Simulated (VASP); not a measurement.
Input of a VASP 6.6.1 run:

The input INCAR:

```
SYSTEM = Zn
ALGO = Normal
EDIFF = 1E-6
ENCUT = 520
GGA = PE
ISIF = 2
ISMEAR = -1
LASPH = .True.
LCHARG = .False.
LREAL = .False.
LWAVE = .False.
NBANDS = 12
NELM = 80
PREC = Accurate
SIGMA = 0.05
```

Contents of KPOINTS:

```
k-points
0
Gamma
  17 17 17
  0 0 0
```

File POSCAR:

```
Zn
1.0
    0.0000000000      1.9648782229      1.9648782229
    1.9648782229      0.0000000000      1.9648782229
    1.9648782229      1.9648782229      0.0000000000
Zn
1
Direct
    0.0000000000      0.0000000000      0.0000000000
```

Potentials or basis: VASP PAW PBE potentials, release 64 (Zn).

The run is started by

```console
$ cat potpaw_PBE.64/Zn/POTCAR > POTCAR
$ mpirun -np 1 vasp_std > vasp.out
```

(1) Estimate the pressure.

(2) What does it give for the band gap on the k mesh?

Results:

(1) 0.4 GPa.

(2) zero (band 6 reaches 4.43 eV, above the bottom of band 7 at 1.82 eV).
